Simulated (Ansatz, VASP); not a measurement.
WSe2 in VASP and in Ansatz

The input INCAR:

```
  ALGO = Normal
  EDIFF = 1E-6
  ENCUT = 500
  GGA = PE
  GGA_COMPAT = False
  ISIF = 2
  ISMEAR = -1
  LASPH = True
  LCHARG = True
  LELF = True
  LREAL = False
  LVHAR = True
  LWAVE = False
  NBANDS = 20
  NELM = 120
  PREC = Accurate
  SIGMA = 0.02
```

Contents of KPOINTS:

```
k-points
0
Gamma
  10 10 10
```

File POSCAR:

```
WSe2
1.0
    1.6405070833      0.9471472062      6.5796479432
   -1.6405070833      0.9471472062      6.5796479432
    0.0000000000     -1.8942944123      6.5796479432
W Se
1 2
Direct
   -0.0000191484     -0.0000191484     -0.0000191484
    0.4180111908      0.4180111908      0.4180111908
    0.2486746243      0.2486746243      0.2486746243
```

Input for Ansatz:

```yaml
crystal:
  lattice:
    - [1.6405070833, 0.9471472062, 6.5796479432]
    - [-1.6405070833, 0.9471472062, 6.5796479432]
    - [0.0, -1.8942944123, 6.5796479432]
  atoms:
    - { symbol: W, position: [-1.91484e-05, -1.91484e-05, -1.91484e-05] }
    - { symbol: Se, position: [0.4180111908, 0.4180111908, 0.4180111908] }
    - { symbol: Se, position: [0.2486746243, 0.2486746243, 0.2486746243] }
kpoints:
  mp_grid: { grid: [10, 10, 10] }
  band_path:
    path:
      - [0.0, 0.0, 0.0]
      - [-0.5, -0.5, -0.5]
      - [-0.5, -0.1806598082, -0.8193401918]
      - [-0.1806598082, 0.1806598082, -0.5]
      - [0.0, 0.0, -0.5]
      - [0.0, 0.3403299041, -0.3403299041]
      - [-0.3403299041, 0.0, -0.6596700959]
      - [-0.5, 0.0, -0.5]
      - [0.0, 0.1701649521, -0.1701649521]
      - [-0.1625938274, 0.1625938274, -0.5]
    npoints: 1
hamiltonian:
  xc: pbe
scf:
  occupations: { method: fermi_dirac, width: 0.02 }
  n_extra_bands: 4
output:
  forces: true
  stress: true
  eigenvalues: true
```

Change from the starting cell: biaxial_xy strain -0.6%.

Alike in both runs: task single point; functional PBE; k mesh 10 × 10 × 10; occupations fermi-dirac, width 0.02 eV; no spin polarisation.

|  | VASP | Ansatz |
| --- | --- | --- |
| version | VASP 6.6.1 | Ansatz 0.2.0 |
| potentials or method | VASP PAW PBE potentials, release 64 (W_sv, Se) | plane waves, PAW |
| plane-wave cutoff (eV) | 500 | 420 |
| valence electrons in the cell | 26 | 46 |

|  | VASP | Ansatz | Ansatz less VASP |
| --- | --- | --- | --- |
| gap on the k mesh at the Fermi level (eV) | 1.09 | 1.09 | +0.005 |
| pressure (GPa) | 4.8 | 4.5 | -0.33 |
| traceless stress, the component that is largest in VASP (GPa) | 0.29 | 0.22 | -0.079 |
| rms of the force components (eV/Å) | 0.157 | 0.134 | -0.0231 |

Atom by atom the forces differ by 0.023 eV/Å (rms over components). With one functional, cell and mesh, what is left measures potentials, basis and numerics. VASP's potentials hold 26 valence electrons a cell and Ansatz's 46, so a difference there can come from the potentials and not from the codes.

Neither program's run includes spin-orbit coupling.
